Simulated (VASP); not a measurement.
# K3Sc (P6_3/mmc) in VASP: single point with PBE

Aim: the single point of K3Sc with PBE.

Everything below comes from runs of VASP 6.6.1. Logs are shortened: lines on timing, memory, paths and dates and some standing lists are left out, and cuts for length are marked.

## (1) The cell of the first run

It takes space group P6_3/mmc (No. 194, hexagonal). The conventional cell has a = 7.225 Å, b = 7.225 Å, c = 5.799 Å, α = 90.00°, β = 90.00°, γ = 120.00°. Within 4.7 Å of K (site symmetry mm2) lie 4 Sc at 3.57 to 3.61 Å and 8 K at 3.57 to 3.62 Å. Sc (site symmetry -6m2) has 12 K at 3.57 to 3.61 Å within 4.7 Å.

## (2) Single point, PBE

File INCAR:

```
ALGO     = Fast           # electronic algorithm
EDIFF    = 1E-6           # SCF threshold, eV
ENCUT    = 520            # plane-wave cutoff, eV
GGA      = PE             # functional
ISIF     = 2              # what is computed and relaxed
ISMEAR   = 0              # smearing method
LASPH    = T              # aspherical terms in the spheres
LCHARG   = T              # write CHGCAR
LELF     = T              # ELF
LREAL    = F              # projectors in reciprocal space
LVHAR    = T            
LWAVE    = F              # write WAVECAR
NBANDS   = 48             # bands
NELM     = 100            # most SCF steps
PREC     = Accurate       # precision mode
SIGMA    = 0.1            # smearing width, eV
```

File KPOINTS:

```
k-points
0
Gamma
  3 3 4
```

File POSCAR:

```
K3Sc
1.0
    7.2252321882      0.0000000000      0.0000000000
   -3.6126160941      6.2572346232      0.0000000000
    0.0000000000      0.0000000000      5.7993636289
K Sc
6 2
Direct
    0.8330000000      0.6660000000      0.2500000000
    0.1670000000      0.8330000000      0.7500000000
    0.3340000000      0.1670000000      0.2500000000
    0.1670000000      0.3340000000      0.7500000000
    0.8330000000      0.1670000000      0.2500000000
    0.6660000000      0.8330000000      0.7500000000
    0.3333333333      0.6666666667      0.2500000000
    0.6666666667      0.3333333333      0.7500000000
```

Potentials or basis: VASP PAW PBE potentials, release 64 (K_sv, Sc_sv).

The run is started by

```console
$ cat potpaw_PBE.64/K_sv/POTCAR potpaw_PBE.64/Sc_sv/POTCAR > POTCAR
$ mpirun -np 1 vasp_std > vasp.out
```

OUTCAR:

```text
EDIFF = 1E-6
   ENCUT = 520
   GGA = PE
   ISIF = 2
   ISMEAR = 0
   LASPH = T
   LREAL = F
   NELM = 100
   PREC = Accurate

 ion  position               nearest neighbor table
   1  0.833  0.666  0.250-   8 3.57   8 3.57   2 3.57   2 3.57   6 3.57   6 3.57   5 3.61   3 3.61
                             7 3.61   7 3.61   5 3.62   3 3.62
   2  0.167  0.833  0.750-   7 3.57   7 3.57   3 3.57   3 3.57   1 3.57   1 3.57   4 3.61   6 3.61
                             8 3.61   8 3.61   4 3.62   6 3.62
   3  0.334  0.167  0.250-   8 3.57   8 3.57   2 3.57   2 3.57   4 3.57   4 3.57   1 3.61   5 3.61
                             7 3.61   7 3.61   1 3.62   5 3.62
   4  0.167  0.334  0.750-   7 3.57   7 3.57   3 3.57   3 3.57   5 3.57   5 3.57   2 3.61   6 3.61
                             8 3.61   8 3.61   2 3.62   6 3.62
   5  0.833  0.167  0.250-   8 3.57   8 3.57   6 3.57   6 3.57   4 3.57   4 3.57   1 3.61   3 3.61
                             7 3.61   7 3.61   1 3.62   3 3.62
   6  0.666  0.833  0.750-   7 3.57   7 3.57   5 3.57   5 3.57   1 3.57   1 3.57   4 3.61   2 3.61
                             8 3.61   8 3.61   4 3.62   2 3.62
   7  0.333  0.667  0.250-   2 3.57   2 3.57   4 3.57   4 3.57   6 3.57   6 3.57   3 3.61   1 3.61
                             5 3.61   5 3.61   3 3.61   1 3.61
   8  0.667  0.333  0.750-   5 3.57   5 3.57   1 3.57   1 3.57   3 3.57   3 3.57   6 3.61   4 3.61
                             2 3.61   2 3.61   6 3.61   4 3.61

  LATTYP: Found a hexagonal cell.
 ALAT       =     7.2252321882
 C/A-ratio  =     0.8026542923

  Lattice vectors:

 A1 = (   7.2252321882,   0.0000000000,   0.0000000000)
 A2 = (  -3.6126160941,   6.2572346232,   0.0000000000)
 A3 = (   0.0000000000,   0.0000000000,   5.7993636289)

Analysis of symmetry for initial positions (statically):
=====================================================================
 Subroutine PRICEL returns:
 Original cell was already a primitive cell.

 Routine SETGRP: Setting up the symmetry group for a
 hexagonal supercell.

 Subroutine GETGRP returns: Found 24 space group operations
 (whereof 12 operations were pure point group operations)
 out of a pool of 24 trial point group operations.

The static configuration has the point symmetry D_3d.
 The point group associated with its full space group is D_6h.

Analysis of symmetry for dynamics (positions and initial velocities):
=====================================================================
 Subroutine PRICEL returns:
 Original cell was already a primitive cell.

 Routine SETGRP: Setting up the symmetry group for a
 hexagonal supercell.

 Subroutine GETGRP returns: Found 24 space group operations
 (whereof 12 operations were pure point group operations)
[... 111 lines left out ...]
   NUPDOWN=      -1.0000    fix difference up-down
   EMIN   =  10.00;   EMAX   =-10.00  energy-range for DOS
   EFERMI =   0.00;   METHOD = LEGACY
   ISMEAR =     0;   SIGMA  =   0.10  broadening in eV -4-tet -1-fermi 0-gaus
   EFERMI_NEDOS =   21; number of points for ismear=-14 and -15
   IALGO  =     68    algorithm
   IMIX   =      4    mixing-type and parameters
     AMIX     =   0.40;   BMIX     =  1.00
     AMIX_MAG =   1.60;   BMIX_MAG =  1.00
  volume/ion in A,a.u.               =      32.77       221.17
  Fermi-wavevector in a.u.,A,eV,Ry     =   1.083447  2.047419 15.971311  1.173858
  Thomas-Fermi vector in A             =   2.219514
   LORBIT       =      0    0 simple, 1 ext, 2 COOP (PROOUT), +10 PAW based schemes
   GGA     = PE    functional components
   LHFCALC =     F    Hartree Fock is set to
   AEXX    =    0.0000 exact exchange contribution
   IVDW    =     0    specifies the selected vdW correction
   LEPSILON=     F    determine dielectric tensor
   LRPA    =     F    only Hartree local field effects (RPA)
 non-spin polarized calculation
 RMM-DIIS sequential band-by-band and
 Gauss-broadening in eV      SIGMA  =   0.10
  energy-cutoff  :      520.00
  volume of cell :      262.19
 maximum number of plane-waves:      7090
 NGX is ok and might be reduce to    54
   NGX = 27   NGY = 27   NGZ = 21

 number of electron      76.0000001 magnetization

 Free energy of the ion-electron system (eV)
  ---------------------------------------------------
  ext. energy  EPLUGINS =         0.00000000
  ---------------------------------------------------
  free energy    TOTEN  =       -10.69984097 eV

  energy without entropy =      -10.62250721  energy(sigma->0) =      -10.66117409

 E-fermi :   2.2440     XC(G=0):  -8.2284

 val. band max:        2.2291459714   @ k =   0.3333   0.0000   0.2500
 cond. band min:       2.2838282524   @ k =   0.3333   0.3333   0.2500
 fundamental gap:      0.0546822810
 Fermi energy:         2.2440109124

 k-point     1 :       0.0000    0.0000    0.0000
  band No.  band energies     occupation
      1     -48.2580      2.00000
      2     -48.2579      2.00000
      3     -29.2325      2.00000
      4     -29.1530      2.00000
      5     -29.1530      2.00000
      6     -29.1455      2.00000
[... 448 lines left out ...]
     47       3.6892      0.00000
     48       3.7856      0.00000

------------------------ aborting loop because EDIFF is reached ----------------------------------------

  FORCE on cell =-STRESS in cart. coord.  units (eV):
  Direction    XX          YY          ZZ          XY          YZ          ZX
  --------------------------------------------------------------------------------------
  -------------------------------------------------------------------------------------
  Total       13.5280094     13.5280094     15.1681695      0.0000000     -0.0000000      0.0000000
  in kB       82.6665649     82.6665649     92.6892070      0.0000000     -0.0000000      0.0000000
  external PRESSURE =      86.0074456 kB  Pullay stress =       0.0000000 kB

 VOLUME and BASIS-vectors are now :
 -----------------------------------------------------------------------------
  energy-cutoff  :      520.00
  volume of cell :      262.19
      direct lattice vectors                 reciprocal lattice vectors
     7.225232188  0.000000000  0.000000000     0.138403857  0.079907504  0.000000000
    -3.612616094  6.257234623  0.000000000     0.000000000  0.159815008  0.000000000
     0.000000000  0.000000000  5.799363629     0.000000000  0.000000000  0.172432712

 POSITION                                       TOTAL-FORCE (eV/Angst)
 -----------------------------------------------------------------------------------
      3.61262      4.16732      1.44984        -0.000000     -0.109278      0.000000
     -1.80270      5.21228      4.34952         0.094638     -0.054639     -0.000000
      1.80992      1.04496      1.44984         0.094638      0.054639     -0.000000
      0.00000      2.08992      4.34952        -0.000000      0.109278     -0.000000
      5.41531      1.04496      1.44984        -0.094638      0.054639      0.000000
      1.80270      5.21228      4.34952        -0.094638     -0.054639     -0.000000
     -0.00000      4.17149      1.44984        -0.000000      0.000000      0.000000
      3.61262      2.08574      4.34952        -0.000000      0.000000     -0.000000
 -----------------------------------------------------------------------------------
    total drift:                               -0.000000      0.000000     -0.000000

  FREE ENERGIE OF THE ION-ELECTRON SYSTEM (eV)
  ---------------------------------------------------
  free  energy   TOTEN  =       -10.6998409707 eV

  energy  without entropy=      -10.6225072123  energy(sigma->0) =      -10.66117409
```

OSZICAR:

```text
N       E                     dE             d eps       ncg     rms          rms(c)
DAV:   1     0.106787470438E+04    0.10679E+04   -0.33263E+04   872   0.147E+03
DAV:   2     0.903713061284E+02   -0.97750E+03   -0.96157E+03  1072   0.504E+02
DAV:   3    -0.155876529712E+01   -0.91930E+02   -0.88224E+02  1368   0.161E+02
DAV:   4    -0.115483661211E+02   -0.99896E+01   -0.96314E+01  1416   0.434E+01
[... 41 lines left out ...]
RMM:  46    -0.106998479993E+02    0.41053E-05   -0.14177E-05  1030   0.202E-02    0.342E-02
RMM:  47    -0.106998435888E+02    0.44104E-05   -0.20329E-05  1049   0.212E-02    0.303E-02
RMM:  48    -0.106998393521E+02    0.42367E-05   -0.13131E-05  1063   0.221E-02    0.329E-02
RMM:  49    -0.106998406942E+02   -0.13420E-05   -0.20813E-05   999   0.196E-02    0.345E-02
RMM:  50    -0.106998409707E+02   -0.27649E-06   -0.91300E-06   987   0.189E-02
   1 F= -.10699841E+02 E0= -.10661174E+02  d E =-.773338E-01
```

Run time: 5.1 min. Hardware: 1 thread of Intel Xeon 6975P-C (Granite Rapids), shared host; peak memory 0.4 GiB.

What came out:

```
Free energy            : -10.6998 eV
Pressure               : 8.6 GPa
Largest force          : 0.109 eV/Å
Band gap on the k mesh : zero (bands 38 and 39 overlap by 0.50 eV)
```

Forces on the atoms (eV/Å):
```
K    0.000 -0.109  0.000
K    0.095 -0.055  0.000
K    0.095  0.055  0.000
K    0.000  0.109  0.000
K   -0.095  0.055  0.000
K   -0.095 -0.055  0.000
Sc   0.000  0.000  0.000
Sc   0.000  0.000  0.000
```

Stress tensor (GPa, compression positive):
```
8.27 0.00 0.00
0.00 8.27 0.00
0.00 0.00 9.27
```

Levels at points of the mesh, in eV from the Fermi level:
```
           k point  band 35  band 36  band 37  band 38  band 39  band 40  band 41  band 42  band 43  band 44
(0.00, 0.00, 0.00)    -0.25    -0.20    -0.20    -0.09    -0.09     0.06     0.06     0.30     0.69     0.84
(0.00, 0.00, 0.50)    -0.35    -0.35    -0.35    -0.35    -0.18    -0.18     0.63     0.63     0.63     0.63
```

Caveat: the cell stands under pressure.

The gap in the log of VASP goes by the Fermi energy; the results here count the filled bands.